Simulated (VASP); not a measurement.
Set up this calculation in VASP 6.6.1, as the native input.

```yaml
Task: single point
Functional: LDA
Potentials_or_basis: VASP PAW LDA potentials, release 64 (Os)
Cutoff: 520 eV
k_mesh: 17 × 17 × 1
Occupations: fermi-dirac, width 0.08 eV
Spin: no spin polarisation
Dipole_correction: yes
Further_INCAR_settings: ALGO = Normal; EDIFF = 1e-07; NBANDS = 19
```

The structure of Os lies in POSCAR:

```
Os
1.0
    2.6891484158      0.0000000000      0.0000000000
   -1.3445742079      2.3288708427      0.0000000000
    0.0000000000      0.0000000000     20.3914000000
Os
3
Direct
    0.1666666667      0.3333333333      0.3960381901
    0.5000000000      1.0000000000      0.4999999936
    0.8333333333      0.6666666667      0.6039618160
```

One way to write it, as run:

INCAR

```
ALGO = Normal
DIPOL = 0.5 0.5 0.500
EDIFF = 1E-7
ENCUT = 520
GGA = CA
IDIPOL = 3
ISIF = 2
ISMEAR = -1
LASPH = T
LCHARG = F
LDIPOL = T
LREAL = F
LWAVE = F
NBANDS = 19
NELM = 60
PREC = Accurate
SIGMA = 0.08
```

KPOINTS

```
k-points
0
Gamma
  17 17 1
```

Potentials or basis: VASP PAW LDA potentials, release 64 (Os).

The run is started by

```bash
$ cat potpaw_LDA.64/Os/POTCAR > POTCAR
$ mpirun -np 1 vasp_std > vasp.out
```

It gave:

The largest force is 0.039 eV/Å. The band gap on the k mesh is zero (bands 12 and 13 overlap by 2.63 eV).

Caveat: spin-orbit coupling is left out, which moves the levels of the heavy elements.

Run time: 3.6 min on 1 thread of Intel Xeon 8259CL, with other jobs on the host, peak memory 0.23 GiB.
